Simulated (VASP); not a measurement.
# Sb (P6_3/mmc) in VASP: a series of runs

The runs below take Sb through single point, with PBE+D3(BJ).

Program: VASP 6.6.1. These are calculated values, not measurements. Logs are shortened: lines on timing, memory, paths and dates and some standing lists are left out, and cuts for length are marked.

### Step 1. The cell of the first run

It takes space group P6_3/mmc (No. 194, hexagonal). The conventional cell has a = 3.318 Å, b = 3.318 Å, c = 5.170 Å, α = 90.00°, β = 90.00°, γ = 120.00°. Within 4.2 Å of Sb (site symmetry -6m2) lie 12 Sb at 3.22 to 3.32 Å.

This isn't the form of Sb at room conditions, which is rhombohedral.

### Step 2. Single point, PBE+D3(BJ) (strain -0.015 along x and y, -0.030 along z)

INCAR reads:

```
PREC = Accurate ; ENCUT = 520
EDIFF = 1E-6 ; ISMEAR = 0
SIGMA = 0.15 ; LREAL = F
LASPH = T ; NELM = 60
ALGO = Normal ; ISIF = 2
LWAVE = F ; LCHARG = F
GGA = PE ; IVDW = 12
NBANDS = 12
```

KPOINTS reads:

```
regular mesh
0
Gamma
  18 18 10
```

POSCAR reads:

```
Sb
1.0
    3.3184651768      0.0000000000      0.0000000000
   -1.6592325884      2.8738751447      0.0000000000
    0.0000000000      0.0000000000      5.1701000000
Sb
2
Direct
    0.3333333333      0.6666666667      0.2500000000
    0.6666666667      0.3333333333      0.7500000000
```

Potentials or basis: VASP PAW PBE potentials, release 64 (Sb).

On the command line:

```bash
cat potpaw_PBE.64/Sb/POTCAR > POTCAR
mpirun -np 1 vasp_std > vasp.out
```

OUTCAR:

```text
PREC = Accurate
   ENCUT = 520
   EDIFF = 1E-6
   ISMEAR = 0
   LREAL = F
   LASPH = T
   NELM = 60
   ISIF = 2
   GGA = PE
   IVDW = 12
 IVDW          = 12

 ion  position               nearest neighbor table
   1  0.333  0.667  0.250-   2 3.22   2 3.22   2 3.22   2 3.22   2 3.22   2 3.22
   2  0.667  0.333  0.750-   1 3.22   1 3.22   1 3.22   1 3.22   1 3.22   1 3.22

  LATTYP: Found a hexagonal cell.
 ALAT       =     3.3184651768
 C/A-ratio  =     1.5579792840

  Lattice vectors:

 A1 = (   3.3184651768,   0.0000000000,   0.0000000000)
 A2 = (  -1.6592325884,   2.8738751447,   0.0000000000)
 A3 = (   0.0000000000,   0.0000000000,   5.1701000000)

Analysis of symmetry for initial positions (statically):
=====================================================================
 Subroutine PRICEL returns:
 Original cell was already a primitive cell.

 Routine SETGRP: Setting up the symmetry group for a
 hexagonal supercell.

 Subroutine GETGRP returns: Found 24 space group operations
 (whereof 12 operations were pure point group operations)
 out of a pool of 24 trial point group operations.

The static configuration has the point symmetry D_3d.
 The point group associated with its full space group is D_6h.

Analysis of symmetry for dynamics (positions and initial velocities):
=====================================================================
 Subroutine PRICEL returns:
 Original cell was already a primitive cell.

 Routine SETGRP: Setting up the symmetry group for a
 hexagonal supercell.

 Subroutine GETGRP returns: Found 24 space group operations
 (whereof 12 operations were pure point group operations)
 out of a pool of 24 trial point group operations.

The dynamic configuration has the point symmetry D_3d.
 The point group associated with its full space group is D_6h.

 Subroutine INISYM returns: Found 24 space group operations
 (whereof 12 operations are pure point group operations),
 and found     1 'primitive' translations

----------------------------------------------------------------------------------------

                                     Primitive cell

  volume of cell :      49.3065

  direct lattice vectors                    reciprocal lattice vectors
     3.318465177  0.000000000  0.000000000     0.301344130  0.173981114  0.000000000
    -1.659232588  2.873875145  0.000000000     0.000000000  0.347962229  0.000000000
     0.000000000  0.000000000  5.170100000     0.000000000  0.000000000  0.193419856

  length of vectors
     3.318465177  3.318465177  5.170100000     0.347962229  0.347962229  0.193419856

  position of ions in fractional coordinates (direct lattice)
     0.333333333  0.666666667  0.250000000
     0.666666667  0.333333333  0.750000000

  ion indices of the primitive-cell ions
   primitive index   ion index
                 1           1
                 2           2

----------------------------------------------------------------------------------------

 KPOINTS: regular mesh

Automatic generation of k-mesh.
 Grid dimensions read from file:
 generate k-points for:   18   18   10

 Generating k-lattice:

  Cartesian coordinates                     Fractional coordinates (reciprocal lattice)
     0.016741341  0.009665617  0.000000000     0.055555556  0.000000000  0.000000000
     0.000000000  0.019331235  0.000000000     0.000000000  0.055555556  0.000000000
     0.000000000  0.000000000  0.019341986     0.000000000  0.000000000  0.100000000

  Length of vectors
     0.019331235  0.019331235  0.019341986

  Shift w.r.t. Gamma in fractional coordinates (k-lattice)
     0.000000000  0.000000000  0.000000000

 Subroutine IBZKPT returns following result:
 ===========================================

 Found    222 irreducible k-points:

 Following reciprocal coordinates:
            Coordinates               Weight
  0.000000  0.000000  0.000000      1.000000
  0.055556  0.000000  0.000000      6.000000
  0.111111  0.000000  0.000000      6.000000
  0.166667 -0.000000  0.000000      6.000000
  0.222222  0.000000  0.000000      6.000000
  0.277778 -0.000000  0.000000      6.000000
[... 16 lines left out ...]
  0.333333  0.111111  0.000000     12.000000
  0.388889  0.111111  0.000000     12.000000
 [... further k-points ...]
   k-points           NKPTS =    222   k-points in BZ     NKDIM =    222   number of bands    NBANDS=     12
   number of dos      NEDOS =    301   number of ions     NIONS =      2
   total plane-waves  NPLWV =  31360
   dimension x,y,z NGX =    28 NGY =   28 NGZ =   40
   dimension x,y,z NGXF=    56 NGYF=   56 NGZF=   80
   ions per type =               2
   NGX,Y,Z   is equivalent  to a cutoff of  14.03, 14.03, 12.86 a.u.
   NGXF,Y,Z  is equivalent  to a cutoff of  28.05, 28.05, 25.72 a.u.
 SYSTEM =  unknown system
   PREC   = accura    normal or accurate (medium, high low for compatibility)
   ISTART =      0    job   : 0-new  1-cont  2-samecut
   ICHARG =      2    charge: 1-file 2-atom 10-const
   ISPIN  =      1    spin polarized calculation?
   LNONCOLLINEAR =      F non collinear calculations
   LSORBIT =      F    spin-orbit coupling
   LASPH  =      T    aspherical Exc in radial PAW
   ENCUT  =  520.0 eV  38.22 Ry    6.18 a.u.   6.17  6.17  9.61*2*pi/ulx,y,z
   NELM   =     60;   NELMIN=  2; NELMDL= -5     # of ELM steps
   EDIFF  = 0.1E-05   stopping-criterion for ELM
   LREAL  =      F    real-space projection
   EDIFFG = 0.1E-04   stopping-criterion for IOM
   NSW    =      0    number of steps for IOM
   IBRION =     -1    ionic relax: 0-MD 1-quasi-New 2-CG
   NFREE  =      0    steps in history (QN), initial steepest desc. (CG)
   ISIF   =      2    stress and relaxation
   ISYM   =      2    0-nonsym 1-usesym 2-fastsym
   POTIM  = 0.5000    time-step for ionic-motion
   TEBEG  =    0.0;   TEEND  =   0.0 temperature during run
   PSTRESS=    0.0 pullay stress
   NELECT =      10.0000    total number of electrons
   NUPDOWN=      -1.0000    fix difference up-down
   EMIN   =  10.00;   EMAX   =-10.00  energy-range for DOS
   EFERMI =   0.00;   METHOD = LEGACY
   ISMEAR =     0;   SIGMA  =   0.15  broadening in eV -4-tet -1-fermi 0-gaus
   EFERMI_NEDOS =   21; number of points for ismear=-14 and -15
   IALGO  =     38    algorithm
   IMIX   =      4    mixing-type and parameters
     AMIX     =   0.40;   BMIX     =  1.00
     AMIX_MAG =   1.60;   BMIX_MAG =  1.00
  volume/ion in A,a.u.               =      24.65       166.37
  Fermi-wavevector in a.u.,A,eV,Ry     =   0.961849  1.817631 12.587472  0.925153
  Thomas-Fermi vector in A             =   2.091256
   LORBIT       =      0    0 simple, 1 ext, 2 COOP (PROOUT), +10 PAW based schemes
   GGA     = PE    functional components
   LHFCALC =     F    Hartree Fock is set to
   AEXX    =    0.0000 exact exchange contribution
   IVDW    =    12    specifies the selected vdW correction
   LEPSILON=     F    determine dielectric tensor
   LRPA    =     F    only Hartree local field effects (RPA)
 non-spin polarized calculation
 Gauss-broadening in eV      SIGMA  =   0.15
  energy-cutoff  :      520.00
  volume of cell :       49.31
 maximum number of plane-waves:      1345
 NGX is ok and might be reduce to    28
   NGX = 13   NGY = 13   NGZ = 19

 number of electron      10.0000000 magnetization

 number of electron       9.9999999 magnetization

 Free energy of the ion-electron system (eV)
  ---------------------------------------------------
  ext. energy  EPLUGINS =         0.00000000
  ---------------------------------------------------
  free energy    TOTEN  =        -7.59565046 eV

  energy without entropy =       -7.57809436  energy(sigma->0) =       -7.58687241

 E-fermi :   9.6986     XC(G=0): -10.6205

 val. band max:        9.6977009193   @ k =   0.4444   0.0556   0.2000
 cond. band min:       9.6991769079   @ k =   0.1667  -0.0000   0.1000
 fundamental gap:      0.0014759886
 Fermi energy:         9.6985749610

 k-point     1 :       0.0000    0.0000    0.0000
  band No.  band energies     occupation
      1      -3.9360      2.00000
      2       0.8451      2.00000
      3       3.4191      2.00000
      4      13.1458      0.00000
      5      13.1458      0.00000
      6      15.1405      0.00000
      7      15.1405      0.00000
      8      16.5651      0.00000
      9      17.2098      0.00000
     10      18.5188      0.00000
     11      19.8466      0.00000
     12      19.8466      0.00000

 k-point     2 :       0.0556    0.0000    0.0000
  band No.  band energies     occupation
      1      -3.8791      2.00000
      2       0.8942      2.00000
      3       3.4787      2.00000
      4      12.4948      0.00000
      5      12.8965      0.00000
      6      14.8528      0.00000
      7      15.2690      0.00000
      8      16.4279      0.00000
      9      17.5942      0.00000
     10      18.4172      0.00000
     11      19.7750      0.00000
     12      19.9830      0.00000

 k-point     3 :       0.1111    0.0000    0.0000
  band No.  band energies     occupation
      1      -3.7088      2.00000
      2       1.0402      2.00000
      3       3.6569      2.00000
      4      11.1459      0.00000
      5      12.3532      0.00000
      6      14.0930      0.00000
      7      15.4070      0.00000
      8      15.9786      0.00000
      9      17.3119      0.00000
     10      18.7720      0.00000
     11      19.8469      0.00000
     12      19.9297      0.00000
[... 286 lines left out ...]
 k-point    23 :       0.3333    0.1111    0.0000
  band No.  band energies     occupation
      1      -1.0816      2.00000
      2       2.2739      2.00000
      3       5.3099      2.00000
      4       6.3202      2.00000
      5       7.8733      2.00000
      6       9.2348      1.99999
      7      10.7866      0.00000
      8      12.7564      0.00000
      9      15.7390      0.00000
     10      15.8837      0.00000
     11      20.3869      0.00000
     12      20.8618      0.00000

 k-point    24 :       0.3889    0.1111    0.0000
  band No.  band energies     occupation
      1      -0.3799      2.00000
      2       1.8018      2.00000
      3       5.3651      2.00000
      4       6.9769      2.00000
      5       7.3266      2.00000
      6       8.6591      2.00000
      7       9.8971      0.06128
      8      12.5850      0.00000
      9      15.5820      0.00000
     10      15.6867      0.00000
     11      20.3461      0.00000
     12      20.8357      0.00000

 [... further k-points ...]

------------------------ aborting loop because EDIFF is reached ----------------------------------------

 Edisp (eV)   -1.14580

 E8    (eV) :    -0.5282

  FORCE on cell =-STRESS in cart. coord.  units (eV):
  Direction    XX          YY          ZZ          XY          YZ          ZX
  --------------------------------------------------------------------------------------
  -------------------------------------------------------------------------------------
  Total       1.18924     1.18924     1.58635     0.00000    -0.00000     0.00000
  in kB      38.64354    38.64354    51.54727     0.00000    -0.00000     0.00000
  external pressure =       42.94 kB  Pullay stress =        0.00 kB

 VOLUME and BASIS-vectors are now :
 -----------------------------------------------------------------------------
  energy-cutoff  :      520.00
  volume of cell :       49.31
      direct lattice vectors                 reciprocal lattice vectors
     3.318465177  0.000000000  0.000000000     0.301344130  0.173981114  0.000000000
    -1.659232588  2.873875145  0.000000000     0.000000000  0.347962229  0.000000000
     0.000000000  0.000000000  5.170100000     0.000000000  0.000000000  0.193419856

 POSITION                                       TOTAL-FORCE (eV/Angst)
 -----------------------------------------------------------------------------------
     -0.00000      1.91592      1.29252         0.000000     -0.000000      0.000000
      1.65923      0.95796      3.87757        -0.000000      0.000000      0.000000
 -----------------------------------------------------------------------------------
    total drift:                                0.000000     -0.000000      0.000000

  FREE ENERGIE OF THE ION-ELECTRON SYSTEM (eV)
  ---------------------------------------------------
  free  energy   TOTEN  =        -8.7414529269 eV

  energy  without entropy=       -8.7238968264  energy(sigma->0) =       -8.73267488
```

Wall time 2 min (1 thread of Intel Xeon 8259CL, shared host); peak memory 0.27 GiB.

Results:

```yaml
Free_energy: -8.7415 eV
Pressure: 4.3 GPa
Band_gap_on_the_k_mesh: zero (bands 5 and 6 overlap by 8.01 eV)
Dispersion_energy_per_atom: -0.573 eV
```

Stress tensor (GPa, compression positive):
```
3.86 0.00 0.00
0.00 3.86 0.00
0.00 0.00 5.15
```

Caveat: the cell differs from its parent crystal (strain -0.015 along x and y, -0.030 along z); the cell stands under pressure; spin-orbit coupling is left out, which moves the levels of the heavy elements.

### Step 3. Single point, PBE+D3(BJ) (strain -0.030 along x and y, +0.015 along z)

INCAR reads:

```
PREC     = Accurate       # precision mode
ENCUT    = 520            # plane-wave cutoff, eV
EDIFF    = 1E-7           # SCF threshold, eV
ISMEAR   = 0              # smearing method
SIGMA    = 0.15           # smearing width, eV
LREAL    = F              # projectors in reciprocal space
LASPH    = T              # aspherical terms in the spheres
NELM     = 80             # most SCF steps
ALGO     = Normal         # electronic algorithm
ISIF     = 2              # what is computed and relaxed
LWAVE    = F              # write WAVECAR
LCHARG   = F              # write CHGCAR
GGA      = PE             # functional
IVDW     = 12             # dispersion correction
NBANDS   = 12             # bands
```

KPOINTS is that of step 2.

POSCAR reads:

```
Sb
1.0
    3.2679301741      0.0000000000      0.0000000000
   -1.6339650871      2.8301105486      0.0000000000
    0.0000000000      0.0000000000      5.4099500000
Sb
2
Direct
    0.3333333333      0.6666666667      0.2500000000
    0.6666666667      0.3333333333      0.7500000000
```

Potentials or basis: VASP PAW PBE potentials, release 64 (Sb).

On the command line:

```bash
cat potpaw_PBE.64/Sb/POTCAR > POTCAR
mpirun -np 1 vasp_std > vasp.out
```

It took 98 s on 1 thread of Intel Xeon 8259CL, shared host; peak memory 0.25 GiB.

Results (log left out):

| Quantity | Value |
| --- | --- |
| Free energy | -8.7756 eV |
| Pressure | 3.0 GPa |
| Band gap on the k mesh | zero (bands 5 and 6 overlap by 8.51 eV) |
| Dispersion energy per atom | -0.565 eV |

Stress tensor (GPa, compression positive):
```
3.14 0.00 0.00
0.00 3.14 0.00
0.00 0.00 2.79
```

Levels at points of the mesh, in eV from the Fermi level:
```csv
k point,band 2,band 3,band 4,band 5,band 6,band 7,band 8,band 9
"(0.00, 0.00, 0.00)",-9.54,-6.38,4.05,4.05,5.69,5.77,5.77,8.18
"(0.50, 0.00, 0.00)",-8.27,-4.60,-3.43,-2.52,-0.31,0.46,3.94,4.49
"(0.00, 0.00, 0.50)",-12.29,-1.03,-1.03,4.91,4.91,4.91,4.91,9.03
"(0.50, 0.00, 0.50)",-8.62,-5.82,-5.82,1.76,1.76,1.86,1.86,5.83
```

Caveat: the cell differs from its parent crystal (strain -0.030 along x and y, +0.015 along z); the cell stands under pressure; spin-orbit coupling is left out, which moves the levels of the heavy elements.

The gap in the log of VASP goes by the Fermi energy; the results here count the filled bands.